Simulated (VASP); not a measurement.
# Sr (Cm) in VASP: single point with PBE

Aim: the single point of Sr with PBE.

Program: VASP 6.6.1. These are calculated values, not measurements. Logs are shortened: lines on timing, memory, paths and dates and some standing lists are left out, and cuts for length are marked.

**1. The cell of the first run**

The structure is monoclinic, space group Cm (No. 8). The conventional cell has a = 7.517 Å, b = 11.045 Å, c = 7.093 Å, α = 90.00°, β = 118.72°, γ = 90.00°. Within 4.9 Å of Sr (site symmetry m) lie 11 Sr at 3.75 to 4.69 Å. Within 4.9 Å of Sr (site symmetry m) lie 11 Sr at 3.75 to 4.77 Å. Within 4.7 Å of Sr (site symmetry 1) lie 9 Sr at 3.54 to 4.69 Å.

**2. Single point, PBE (strained and its atoms moved)**

INCAR reads:

```
SYSTEM = Sr
PREC = Accurate ; ENCUT = 520
EDIFF = 1E-6 ; ISMEAR = 0
SIGMA = 0.1 ; LREAL = .False.
LASPH = .True. ; NELM = 100
ALGO = Fast ; ISIF = 2
LWAVE = .False. ; LCHARG = .False.
GGA = PE ; NBANDS = 28
```

KPOINTS reads:

```
Automatic mesh
0
Gamma
  8 8 6
  0 0 0
```

POSCAR reads:

```
Sr
1.0
   -3.8299078220      3.9798475325      3.7568267218
    3.9798475325     -3.8299078220      3.7568267218
    4.3289284088      4.3289284088     -3.5825021968
Sr
4
Direct
    0.1605708271      0.6605708271      0.8046176930
    0.8361274695      0.3361274695      0.2058790353
    0.6618557046      0.8414459988      0.4947516359
    0.3414459988      0.1618557046      0.4947516359
```

Potentials or basis: VASP PAW PBE potentials, release 64 (Sr_sv).

On the command line:

```sh
$ cat potpaw_PBE.64/Sr_sv/POTCAR > POTCAR
$ mpirun -np 1 vasp_std > vasp.out
```

OUTCAR:

```text
SYSTEM = Sr
   PREC = Accurate
   ENCUT = 520
   EDIFF = 1E-6
   ISMEAR = 0
   LREAL = .False.
   LASPH = .True.
   NELM = 100
   ISIF = 2
   GGA = PE

 ion  position               nearest neighbor table
   1  0.161  0.661  0.805-   2 3.75   4 4.22   3 4.22   4 4.47   3 4.47   2 4.47   2 4.55   4 4.65
                             3 4.65   3 4.69   4 4.69
   2  0.836  0.336  0.206-   1 3.75   3 4.17   4 4.17   3 4.31   4 4.31   1 4.47   1 4.55   4 4.74
                             3 4.74   4 4.77   3 4.77
   3  0.662  0.841  0.495-   4 3.54   2 4.17   1 4.22   4 4.25   4 4.25   2 4.31   1 4.47   1 4.65
                             1 4.69   2 4.74   2 4.77
   4  0.341  0.162  0.495-   3 3.54   2 4.17   1 4.22   3 4.25   3 4.25   2 4.31   1 4.47   1 4.65
                             1 4.69   2 4.74   2 4.77

  LATTYP: Found a base centered monoclinic cell.
 ALAT       =     7.5166449899
 B/A-ratio  =     1.4693605932
 C/A-ratio  =     0.9436664248
 COS(beta)  =    -0.4805122515

  Lattice vectors:

 A1 = (  -3.8299078220,   3.9798475325,   3.7568267218)
 A2 = (   3.9798475325,  -3.8299078220,   3.7568267218)
 A3 = (   4.3289284088,   4.3289284088,  -3.5825021968)

Analysis of symmetry for initial positions (statically):
=====================================================================
 Subroutine PRICEL returns:
 Original cell was already a primitive cell.

 Routine SETGRP: Setting up the symmetry group for a
 base centered monoclinic supercell.

 Subroutine GETGRP returns: Found  2 space group operations
 (whereof  1 operations were pure point group operations)
 out of a pool of  4 trial point group operations.

The static configuration has the point symmetry C_1 .
 The point group associated with its full space group is C_1h.

Analysis of symmetry for dynamics (positions and initial velocities):
=====================================================================
 Subroutine PRICEL returns:
 Original cell was already a primitive cell.

 Routine SETGRP: Setting up the symmetry group for a
 base centered monoclinic supercell.

 Subroutine GETGRP returns: Found  2 space group operations
 (whereof  1 operations were pure point group operations)
 out of a pool of  4 trial point group operations.

The dynamic configuration has the point symmetry C_1 .
 The point group associated with its full space group is C_1h.

 Subroutine INISYM returns: Found  2 space group operations
 (whereof  1 operations are pure point group operations),
 and found     1 'primitive' translations

----------------------------------------------------------------------------------------

                                     Primitive cell

  volume of cell :     258.2157

  direct lattice vectors                    reciprocal lattice vectors
    -3.829907822  3.979847533  3.756826722    -0.009845957  0.118199027  0.130928792
     3.979847533 -3.829907822  3.756826722     0.118199027 -0.009845957  0.130928792
     4.328928409  4.328928409 -3.582502197     0.113625530  0.113625530 -0.004534939

  length of vectors
     6.679904739  6.679904739  7.093205504     0.176664376  0.176664376  0.160754745

  position of ions in fractional coordinates (direct lattice)
     0.160570827  0.660570827  0.804617693
     0.836127469  0.336127469  0.205879035
     0.661855705  0.841445999  0.494751636
     0.341445999  0.161855705  0.494751636

  ion indices of the primitive-cell ions
   primitive index   ion index
                 1           1
                 2           2
                 3           3
                 4           4

----------------------------------------------------------------------------------------

 KPOINTS: Automatic mesh

Automatic generation of k-mesh.
 Grid dimensions read from file:
 generate k-points for:    8    8    6

 Generating k-lattice:

  Cartesian coordinates                     Fractional coordinates (reciprocal lattice)
    -0.001230745  0.014774878  0.016366099     0.125000000  0.000000000 -0.000000000
     0.014774878 -0.001230745  0.016366099     0.000000000  0.125000000 -0.000000000
     0.018937588  0.018937588 -0.000755823     0.000000000  0.000000000  0.166666667

  Length of vectors
     0.022083047  0.022083047  0.026792457

  Shift w.r.t. Gamma in fractional coordinates (k-lattice)
     0.000000000  0.000000000  0.000000000

 Subroutine IBZKPT returns following result:
 ===========================================

 Found    114 irreducible k-points:

 Following reciprocal coordinates:
            Coordinates               Weight
  0.000000  0.000000  0.000000      1.000000
  0.125000 -0.000000  0.000000      4.000000
  0.250000 -0.000000  0.000000      4.000000
  0.375000 -0.000000  0.000000      4.000000
  0.500000 -0.000000  0.000000      2.000000
  0.125000  0.125000  0.000000      2.000000
[... 16 lines left out ...]
  0.125000  0.000000  0.166667      4.000000
  0.250000  0.000000  0.166667      4.000000
 [... further k-points ...]
   k-points           NKPTS =    114   k-points in BZ     NKDIM =    114   number of bands    NBANDS=     28
   number of dos      NEDOS =    301   number of ions     NIONS =      4
   total plane-waves  NPLWV = 135000
   dimension x,y,z NGX =    50 NGY =   50 NGZ =   54
   dimension x,y,z NGXF=   100 NGYF=  100 NGZF=  108
   ions per type =               4
   NGX,Y,Z   is equivalent  to a cutoff of  12.44, 12.44, 12.66 a.u.
   NGXF,Y,Z  is equivalent  to a cutoff of  24.89, 24.89, 25.31 a.u.
 SYSTEM =  Sr
   PREC   = accura    normal or accurate (medium, high low for compatibility)
   ISTART =      0    job   : 0-new  1-cont  2-samecut
   ICHARG =      2    charge: 1-file 2-atom 10-const
   ISPIN  =      1    spin polarized calculation?
   LNONCOLLINEAR =      F non collinear calculations
   LSORBIT =      F    spin-orbit coupling
   LASPH  =      T    aspherical Exc in radial PAW
   ENCUT  =  520.0 eV  38.22 Ry    6.18 a.u.  12.42 12.42 13.19*2*pi/ulx,y,z
   NELM   =    100;   NELMIN=  2; NELMDL= -5     # of ELM steps
   EDIFF  = 0.1E-05   stopping-criterion for ELM
   LREAL  =      F    real-space projection
   EDIFFG = 0.1E-04   stopping-criterion for IOM
   NSW    =      0    number of steps for IOM
   IBRION =     -1    ionic relax: 0-MD 1-quasi-New 2-CG
   NFREE  =      0    steps in history (QN), initial steepest desc. (CG)
   ISIF   =      2    stress and relaxation
   ISYM   =      2    0-nonsym 1-usesym 2-fastsym
   POTIM  = 0.5000    time-step for ionic-motion
   TEBEG  =    0.0;   TEEND  =   0.0 temperature during run
   PSTRESS=    0.0 pullay stress
   NELECT =      40.0000    total number of electrons
   NUPDOWN=      -1.0000    fix difference up-down
   EMIN   =  10.00;   EMAX   =-10.00  energy-range for DOS
   EFERMI =   0.00;   METHOD = LEGACY
   ISMEAR =     0;   SIGMA  =   0.10  broadening in eV -4-tet -1-fermi 0-gaus
   EFERMI_NEDOS =   21; number of points for ismear=-14 and -15
   IALGO  =     68    algorithm
   IMIX   =      4    mixing-type and parameters
     AMIX     =   0.40;   BMIX     =  1.00
     AMIX_MAG =   1.60;   BMIX_MAG =  1.00
  volume/ion in A,a.u.               =      64.55       435.63
  Fermi-wavevector in a.u.,A,eV,Ry     =   0.879226  1.661497 10.517829  0.773039
  Thomas-Fermi vector in A             =   1.999421
   LORBIT       =      0    0 simple, 1 ext, 2 COOP (PROOUT), +10 PAW based schemes
   GGA     = PE    functional components
   LHFCALC =     F    Hartree Fock is set to
   AEXX    =    0.0000 exact exchange contribution
   IVDW    =     0    specifies the selected vdW correction
   LEPSILON=     F    determine dielectric tensor
   LRPA    =     F    only Hartree local field effects (RPA)
 non-spin polarized calculation
 RMM-DIIS sequential band-by-band and
 Gauss-broadening in eV      SIGMA  =   0.10
  energy-cutoff  :      520.00
  volume of cell :      258.22
 maximum number of plane-waves:      6987
 NGX is ok and might be reduce to    50
   NGX = 25   NGY = 25   NGZ = 27

 number of electron      40.0000000 magnetization

 Free energy of the ion-electron system (eV)
  ---------------------------------------------------
  ext. energy  EPLUGINS =         0.00000000
  ---------------------------------------------------
  free energy    TOTEN  =        -5.61097517 eV

  energy without entropy =       -5.58268258  energy(sigma->0) =       -5.59682887

 E-fermi :   0.9870     XC(G=0):  -6.8162

 val. band max:        0.9843362745   @ k =   0.5000   0.5000   0.1667
 cond. band min:       0.9923998558   @ k =  -0.1250   0.1250   0.1667
 fundamental gap:      0.0080635813
 Fermi energy:         0.9870325393

 k-point     1 :       0.0000    0.0000    0.0000
  band No.  band energies     occupation
      1     -35.9007      2.00000
      2     -35.8654      2.00000
      3     -35.8083      2.00000
      4     -35.7791      2.00000
      5     -17.9801      2.00000
      6     -17.9314      2.00000
[... 20 lines left out ...]
     27       2.6612      0.00000
     28       2.7396      0.00000

 k-point     2 :       0.1250   -0.0000    0.0000
  band No.  band energies     occupation
      1     -35.9006      2.00000
      2     -35.8654      2.00000
      3     -35.8080      2.00000
      4     -35.7794      2.00000
      5     -17.9803      2.00000
      6     -17.9359      2.00000
[... 20 lines left out ...]
     27       2.7214      0.00000
     28       2.8172      0.00000

 k-point     3 :       0.2500   -0.0000    0.0000
  band No.  band energies     occupation
      1     -35.9004      2.00000
      2     -35.8655      2.00000
      3     -35.8073      2.00000
      4     -35.7802      2.00000
      5     -17.9807      2.00000
      6     -17.9432      2.00000
[... 20 lines left out ...]
     27       2.6915      0.00000
     28       2.8026      0.00000

 k-point     4 :       0.3750   -0.0000    0.0000
  band No.  band energies     occupation
      1     -35.9001      2.00000
      2     -35.8656      2.00000
      3     -35.8066      2.00000
      4     -35.7811      2.00000
      5     -17.9811      2.00000
      6     -17.9484      2.00000
[... 578 lines left out ...]
     27       2.4303      0.00000
     28       2.8988      0.00000

 k-point    23 :       0.1250    0.0000    0.1667
  band No.  band energies     occupation
      1     -35.9003      2.00000
      2     -35.8657      2.00000
      3     -35.8081      2.00000
      4     -35.7794      2.00000
      5     -17.9741      2.00000
      6     -17.9380      2.00000
[... 20 lines left out ...]
     27       2.5545      0.00000
     28       2.9050      0.00000

 k-point    24 :       0.2500    0.0000    0.1667
  band No.  band energies     occupation
      1     -35.9001      2.00000
      2     -35.8658      2.00000
      3     -35.8074      2.00000
      4     -35.7802      2.00000
      5     -17.9752      2.00000
      6     -17.9440      2.00000
[... 20 lines left out ...]
     27       2.6021      0.00000
     28       2.7376      0.00000

 [... further k-points ...]
[... 5 lines left out ...]
  --------------------------------------------------------------------------------------
  -------------------------------------------------------------------------------------
  Total        0.6304260      0.6304260     -2.4332123     -1.4928316     -0.2338475     -0.2338475
  in kB        3.9116683      3.9116683    -15.0976002     -9.2627239     -1.4509777     -1.4509776
  external PRESSURE =      -2.4247546 kB  Pullay stress =       0.0000000 kB

 VOLUME and BASIS-vectors are now :
 -----------------------------------------------------------------------------
  energy-cutoff  :      520.00
  volume of cell :      258.22
      direct lattice vectors                 reciprocal lattice vectors
    -3.829907822  3.979847533  3.756826722    -0.009845957  0.118199027  0.130928792
     3.979847533 -3.829907822  3.756826722     0.118199027 -0.009845957  0.130928792
     4.328928409  4.328928409 -3.582502197     0.113625530  0.113625530 -0.004534939

 POSITION                                       TOTAL-FORCE (eV/Angst)
 -----------------------------------------------------------------------------------
      5.49713      1.59225      0.20234         0.403877      0.403877     -0.077000
     -0.97332      2.93156      3.66640        -0.464072     -0.464072      0.155206
      2.95572      1.55317      3.87520        -0.332989      0.393183     -0.039103
      1.47820      2.88075      0.11837         0.393183     -0.332989     -0.039103
 -----------------------------------------------------------------------------------
    total drift:                                0.000003      0.000003     -0.000057

  FREE ENERGIE OF THE ION-ELECTRON SYSTEM (eV)
  ---------------------------------------------------
  free  energy   TOTEN  =        -5.6109751722 eV

  energy  without entropy=       -5.5826825751  energy(sigma->0) =       -5.59682887
```

Run time: 34 min. Hardware: 1 thread of Oxide Virtual Turin-like, shared host; peak memory 0.75 GiB.

Results:

| Quantity | Value |
| --- | --- |
| Free energy | -5.6110 eV |
| Pressure | -0.2 GPa |
| Largest force | 0.674 eV/Å |
| Band gap on the k mesh | zero (band 20 reaches 1.20 eV, above the bottom of band 21 at 0.71 eV) |

Forces in eV/Å, atoms in the order of the input:
```
Sr   0.404  0.404 -0.077
Sr  -0.464 -0.464  0.155
Sr  -0.333  0.393 -0.039
Sr   0.393 -0.333 -0.039
```

Stress tensor (GPa, compression positive):
```
 0.39 -0.93 -0.15
-0.93  0.39 -0.15
-0.15 -0.15 -1.51
```

Caveat: the cell differs from its parent crystal (strained and its atoms moved).
